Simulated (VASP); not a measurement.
# Sc2Ta3O (P-4m2) in VASP: relaxation of cell and atoms with PBE

Aim: the relaxation of cell and atoms of Sc2Ta3O with PBE.

Everything below comes from runs of VASP 6.6.1. Logs are shortened: lines on timing, memory, paths and dates and some standing lists are left out, and cuts for length are marked.

**1. The cell of the first run**

It takes space group P-4m2 (No. 115, tetragonal). The conventional cell has a = 2.981 Å, b = 2.981 Å, c = 12.346 Å, α = 90.00°, β = 90.00°, γ = 90.00°. Within 3.9 Å of Sc (site symmetry 2mm) lie 4 Sc at 2.98 Å and 6 Ta at 3.03 to 3.23 Å and 2 O at 3.23 Å. Ta (site symmetry 2mm) has 8 Ta at 2.98 to 3.08 Å and 4 Sc at 3.03 Å within 3.9 Å. Ta (site symmetry -4m2) has 4 O at 2.11 Å within 2.8 Å. O (site symmetry -4m2) has 4 Ta at 2.11 Å within 2.8 Å.

The cell was generated, and may not be a known phase.

**2. Relaxation of cell and atoms, PBE**

The input, INCAR:

```
PREC     = Accurate       # precision mode
ENCUT    = 600            # plane-wave cutoff, eV
EDIFF    = 1E-6           # SCF threshold, eV
ISMEAR   = 0              # smearing method
SIGMA    = 0.1            # smearing width, eV
LREAL    = False          # projectors in reciprocal space
LASPH    = True           # aspherical terms in the spheres
NELM     = 80             # most SCF steps
ALGO     = Normal         # electronic algorithm
ISIF     = 3              # what is computed and relaxed
LWAVE    = False          # write WAVECAR
LCHARG   = False          # write CHGCAR
GGA      = PE             # functional
IBRION   = 2              # ionic algorithm
NSW      = 100            # ionic steps
EDIFFG   = -0.01          # ionic threshold
```

The input, KPOINTS:

```
regular mesh
0
Gamma
  12 12 4
```

The input, POSCAR:

```
Sc2Ta3O
1.0
    2.9812281641      0.0000000000      0.0000000000
    0.0000000000      2.9812281641      0.0000000000
    0.0000000000      0.0000000000     12.3464879498
Sc Ta O
2 3 1
Direct
    0.5000000000      0.0000000000      0.7678261326
    0.0000000000      0.5000000000      0.2321738674
    0.5000000000      0.0000000000      0.4089491459
    0.0000000000      0.5000000000      0.5910508541
    0.0000000000      0.0000000000      0.0000000000
    0.5000000000      0.5000000000      0.0000000000
```

Potentials or basis: VASP PAW PBE potentials, release 64 (Sc_sv, Ta_pv, O).

On the command line:

```bash
$ cat potpaw_PBE.64/Sc_sv/POTCAR potpaw_PBE.64/Ta_pv/POTCAR potpaw_PBE.64/O/POTCAR > POTCAR
$ mpirun -np 1 vasp_std > vasp.out
```

OUTCAR:

```text
PREC = Accurate
   ENCUT = 600
   EDIFF = 1E-6
   ISMEAR = 0
   LREAL = False
   LASPH = True
   NELM = 80
   ISIF = 3
   GGA = PE
   IBRION = 2
   NSW = 100
   EDIFFG = -0.01

 ion  position               nearest neighbor table
   1  0.500  0.000  0.768-   4 3.03   4 3.03   4 3.03   4 3.03   5 3.23   5 3.23
   2  0.000  0.500  0.232-   3 3.03   3 3.03   3 3.03   3 3.03   5 3.23   5 3.23
   3  0.500  0.000  0.409-   2 3.03   2 3.03   2 3.03   2 3.03   4 3.08   4 3.08   4 3.08   4 3.08

   4  0.000  0.500  0.591-   1 3.03   1 3.03   1 3.03   1 3.03   3 3.08   3 3.08   3 3.08   3 3.08

   5  0.000  0.000  0.000-   6 2.11   6 2.11   6 2.11   6 2.11   2 3.23   1 3.23   1 3.23   2 3.23

   6  0.500  0.500  0.000-   5 2.11   5 2.11   5 2.11   5 2.11

  LATTYP: Found a simple tetragonal cell.
 ALAT       =     2.9812281641
 C/A-ratio  =     4.1414099392

  Lattice vectors:

 A1 = (   2.9812281641,   0.0000000000,   0.0000000000)
 A2 = (   0.0000000000,   2.9812281641,   0.0000000000)
 A3 = (   0.0000000000,   0.0000000000,  12.3464879498)

Analysis of symmetry for initial positions (statically):
=====================================================================
 Subroutine PRICEL returns:
 Original cell was already a primitive cell.

 Routine SETGRP: Setting up the symmetry group for a
 simple tetragonal supercell.

 Subroutine GETGRP returns: Found  8 space group operations
 (whereof  8 operations were pure point group operations)
 out of a pool of 16 trial point group operations.

The static configuration has the point symmetry D_2d.

Analysis of symmetry for dynamics (positions and initial velocities):
=====================================================================
 Subroutine PRICEL returns:
 Original cell was already a primitive cell.

 Routine SETGRP: Setting up the symmetry group for a
 simple tetragonal supercell.

 Subroutine GETGRP returns: Found  8 space group operations
 (whereof  8 operations were pure point group operations)
 out of a pool of 16 trial point group operations.

The dynamic configuration has the point symmetry D_2d.

 Subroutine INISYM returns: Found  8 space group operations
 (whereof  8 operations are pure point group operations),
[... 107 lines left out ...]
   NSW    =    100    number of steps for IOM
   IBRION =      2    ionic relax: 0-MD 1-quasi-New 2-CG
   NFREE  =      1    steps in history (QN), initial steepest desc. (CG)
   ISIF   =      3    stress and relaxation
   ISYM   =      2    0-nonsym 1-usesym 2-fastsym
   POTIM  = 0.5000    time-step for ionic-motion
   TEBEG  =    0.0;   TEEND  =   0.0 temperature during run
   PSTRESS=    0.0 pullay stress
   NELECT =      61.0000    total number of electrons
   NUPDOWN=      -1.0000    fix difference up-down
   EMIN   =  10.00;   EMAX   =-10.00  energy-range for DOS
   EFERMI =   0.00;   METHOD = LEGACY
   ISMEAR =     0;   SIGMA  =   0.10  broadening in eV -4-tet -1-fermi 0-gaus
   EFERMI_NEDOS =   21; number of points for ismear=-14 and -15
   IALGO  =     38    algorithm
   IMIX   =      4    mixing-type and parameters
     AMIX     =   0.40;   BMIX     =  1.00
     AMIX_MAG =   1.60;   BMIX_MAG =  1.00
  volume/ion in A,a.u.               =      18.29       123.42
  Fermi-wavevector in a.u.,A,eV,Ry     =   1.346088  2.543738 24.653120  1.811953
  Thomas-Fermi vector in A             =   2.473948
   LORBIT       =      0    0 simple, 1 ext, 2 COOP (PROOUT), +10 PAW based schemes
   GGA     = PE    functional components
   LHFCALC =     F    Hartree Fock is set to
   AEXX    =    0.0000 exact exchange contribution
   IVDW    =     0    specifies the selected vdW correction
   LEPSILON=     F    determine dielectric tensor
   LRPA    =     F    only Hartree local field effects (RPA)
 conjugate gradient relaxation of ions
 non-spin polarized calculation
 Gauss-broadening in eV      SIGMA  =   0.10
  energy-cutoff  :      600.00
  volume of cell :      109.73
 maximum number of plane-waves:      3704
 NGX is ok and might be reduce to    24
   NGX = 11   NGY = 11   NGZ = 49

--------------------------------------- Ionic step        1  -------------------------------------------

 number of electron      60.9999995 magnetization

 Free energy of the ion-electron system (eV)
  ---------------------------------------------------
  ext. energy  EPLUGINS =         0.00000000
  ---------------------------------------------------
  free energy    TOTEN  =       -54.48262121 eV

  energy without entropy =      -54.45022419  energy(sigma->0) =      -54.46642270

------------------------ aborting loop because EDIFF is reached ----------------------------------------

  FORCE on cell =-STRESS in cart. coord.  units (eV):
  Direction    XX          YY          ZZ          XY          YZ          ZX
  --------------------------------------------------------------------------------------
  -------------------------------------------------------------------------------------
  Total        0.1569740      0.1569740      0.1497077      0.0000000      0.0000000      0.0000000
  in kB        2.2919464      2.2919464      2.1858521      0.0000000      0.0000000      0.0000000
  external PRESSURE =       2.2565816 kB  Pullay stress =       0.0000000 kB
[... 267 lines left out ...]
--------------------------------------- Ionic step        8  -------------------------------------------

 number of electron      60.9999992 magnetization

 Free energy of the ion-electron system (eV)
  ---------------------------------------------------
  ext. energy  EPLUGINS =         0.00000000
  ---------------------------------------------------
  free energy    TOTEN  =       -54.48376700 eV

  energy without entropy =      -54.45064899  energy(sigma->0) =      -54.46720799

 E-fermi :   5.2430     XC(G=0): -11.3657

 val. band max:        5.2421863035   @ k =   0.4167   0.2500   0.0000
 cond. band min:       5.2440283477   @ k =   0.3333   0.1667   0.0000
 fundamental gap:      0.0018420442
 Fermi energy:         5.2430482808

 k-point     1 :       0.0000    0.0000    0.0000
  band No.  band energies     occupation
      1     -43.9699      2.00000
      2     -43.9699      2.00000
      3     -30.3556      2.00000
      4     -30.3556      2.00000
      5     -30.1805      2.00000
      6     -29.1270      2.00000
[... 925 lines left out ...]
     35       7.0720      0.00000
     36       7.3497      0.00000

 [... further k-points ...]

------------------------ aborting loop because EDIFF is reached ----------------------------------------

  FORCE on cell =-STRESS in cart. coord.  units (eV):
  Direction    XX          YY          ZZ          XY          YZ          ZX
  --------------------------------------------------------------------------------------
  -------------------------------------------------------------------------------------
  Total       -0.0063223     -0.0063223     -0.0437033      0.0000000      0.0000000     -0.0000000
  in kB       -0.0920045     -0.0920045     -0.6359861      0.0000000      0.0000000     -0.0000000
  external PRESSURE =      -0.2733317 kB  Pullay stress =       0.0000000 kB
[... 21 lines left out ...]
  FREE ENERGIE OF THE ION-ELECTRON SYSTEM (eV)
  ---------------------------------------------------
  free  energy   TOTEN  =       -54.4837669981 eV

  energy  without entropy=      -54.4506489898  energy(sigma->0) =      -54.46720799

 reached required accuracy - stopping structural energy minimisation
```

Run time: 10 min. Hardware: 1 thread of Intel Xeon 6975P-C (Granite Rapids), shared host; peak memory 0.51 GiB.

Results:

```yaml
Free_energy: -54.4838 eV
Relaxed_volume: 18.35 Å³/atom
Relaxed_cell: a = 2.984 Å, b = 2.984 Å, c = 12.365 Å, α = 90.00°, β = 90.00°, γ = 90.00°
Space_group_after_relaxing_to_0.1_Å: P-4m2 (No. 115)
Energy_gained_by_relaxing: 0.2 meV/atom
Ionic_steps: 8
Pressure_after_relaxing: 0.0 GPa
Largest_force_after_relaxing: 0.006 eV/Å
Band_gap_on_the_k_mesh: zero (an odd number of electrons rules out a gap without spin polarisation)
```

Forces on the atoms (eV/Å):
```
Sc   0.000  0.000 -0.003
Sc   0.000  0.000  0.003
Ta   0.000  0.000 -0.006
Ta   0.000  0.000  0.006
Ta   0.000  0.000  0.000
O    0.000  0.000  0.000
```

The path:
| step | energy change (eV) | largest force (eV/Å) | pressure (GPa) | volume (Å³) |
| --- | --- | --- | --- | --- |
| 1 | 0.0000 | 0.0632 | 0.23 | 109.73 |
| 2 | -0.0003 | 0.0581 | -0.25 | 110.14 |
| 3 | -0.0004 | 0.0595 | -0.14 | 110.04 |
| 4 | -0.0008 | 0.0332 | -0.08 | 110.05 |
| 5 | -0.0010 | 0.0268 | 0.00 | 110.06 |
| 6 | -0.0010 | 0.0269 | 0.01 | 110.06 |
| 7 | -0.0011 | 0.0169 | -0.01 | 110.07 |
| 8 | -0.0011 | 0.0063 | -0.03 | 110.10 |

Final structure:
```cif
data_structure
_symmetry_space_group_name_H-M 'P 1'
_symmetry_Int_Tables_number 1
_cell_length_a 2.9840
_cell_length_b 2.9840
_cell_length_c 12.3648
_cell_angle_alpha 90.000
_cell_angle_beta 90.000
_cell_angle_gamma 90.000
_cell_volume 110.10
loop_
_atom_site_label
_atom_site_type_symbol
_atom_site_fract_x
_atom_site_fract_y
_atom_site_fract_z
_atom_site_occupancy
Sc1 Sc 0.50000 0.00000 0.76665 1
Sc2 Sc 0.00000 0.50000 0.23335 1
Ta1 Ta 0.50000 0.00000 0.40947 1
Ta2 Ta 0.00000 0.50000 0.59053 1
Ta3 Ta 0.00000 0.00000 0.00000 1
O1 O 0.50000 0.50000 0.00000 1
```

Levels at points of the mesh, in eV from the Fermi level:
```
           k point  band 27  band 28  band 29  band 30  band 31  band 32  band 33  band 34  band 35  band 36
(0.00, 0.00, 0.00)    -2.53    -1.59    -1.32     0.26     0.48     1.13     1.20     1.20     1.26     1.29
(0.50, 0.00, 0.00)    -0.57    -0.44     0.07     0.19     0.35     0.75     0.76     0.89     1.12     1.13
(0.50, 0.50, 0.00)    -2.31    -1.10    -1.10    -0.74    -0.68    -0.59     0.99     1.86     2.46     2.69
(0.00, 0.00, 0.50)    -2.53    -1.93    -1.30     0.20     0.54     0.74     1.07     1.07     1.51     1.51
(0.50, 0.00, 0.50)    -0.54    -0.54     0.03     0.17     0.32     0.70     0.81     1.00     1.10     1.13
(0.50, 0.50, 0.50)    -2.17    -1.27    -1.27    -1.21    -0.64     0.19     0.85     1.13     2.76     3.10
```

Caveat: spin-orbit coupling is left out, which moves the levels of the heavy elements.
